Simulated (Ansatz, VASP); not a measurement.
# One calculation of Sb, two programs

File INCAR:

```
PREC = Accurate
ENCUT = 600
EDIFF = 1E-6
ISMEAR = -1
SIGMA = 0.05
LREAL = F
LASPH = T
NELM = 60
ALGO = Normal
ISIF = 3
LWAVE = F
LCHARG = F
GGA = PS
IVDW = 13
IBRION = 2
NSW = 60
EDIFFG = -0.01
```

KPOINTS

```
Automatic mesh
0
Gamma
  9 9 5
```

Contents of POSCAR:

```
Sb
1.0
    3.3545324186      0.0000000000      0.0000000000
   -1.6772662093      2.9051102923      0.0000000000
    0.0000000000      0.0000000000      5.4701606500
Sb
2
Direct
    0.6666666667      0.3333333333      0.7500000000
    0.3333333333      0.6666666667      0.2500000000
```

The input input.yaml:

```yaml
crystal:
  lattice:
    - [3.3545324186, 0.0, 0.0]
    - [-1.6772662093, 2.9051102923, 0.0]
    - [0.0, 0.0, 5.47016065]
  atoms:
    - { symbol: Sb, position: [0.6666666667, 0.3333333333, 0.75] }
    - { symbol: Sb, position: [0.3333333333, 0.6666666667, 0.25] }
hamiltonian:
  xc: pbesol
  pseudopotentials: { kind: paw }
  dispersion: d4
kpoints:
  mp_grid: { grid: [9, 9, 5] }
scf:
  occupations: { method: fermi_dirac, width: 0.05 }
output:
  forces: true
  stress: true
  eigenvalues: true
relax:
  f_tol: 0.01
  max_steps: 40
  cell: { stress_tol: 0.05 }
```

Alike in both runs: task relaxation of cell and atoms; functional PBEsol; dispersion D4; k mesh 9 × 9 × 5; occupations fermi-dirac, width 0.05 eV; no spin polarisation.

|  | VASP | Ansatz |
| --- | --- | --- |
| version | VASP 6.6.1 | Ansatz 0.2.0 |
| potentials or method | VASP PAW PBE potentials, release 64 (Sb) | Ansatz PAW |
| plane-wave cutoff (eV) | 600 | 420 |
| valence electrons in the cell | 10 | 30 |

VASP gave:

```
gap on the k mesh at the Fermi level, each at its own relaxed structure (eV) : none
relaxed volume (Å³/atom)                                                     : 25.23
relaxed cell length with the largest relative difference (Å)                 : 5.368
```

Question: What did Ansatz give for the same quantities?

Answer: gap on the k mesh at the Fermi level, each at its own relaxed structure (eV): none; relaxed volume (Å³/atom): 25.22; relaxed cell length with the largest relative difference (Å): 5.366.

VASP's potentials were made for PBE, not for PBEsol. A gap of «none» marks a metal or a gap that the smearing closes. VASP's potentials hold 10 valence electrons a cell and Ansatz's 30, so a difference there can come from the potentials and not from the codes.

Spin-orbit coupling is off throughout. Noted on Ansatz's run: the plane-wave basis is chosen anew once the cell has moved, so the energies of steps on either side of that aren't comparable.
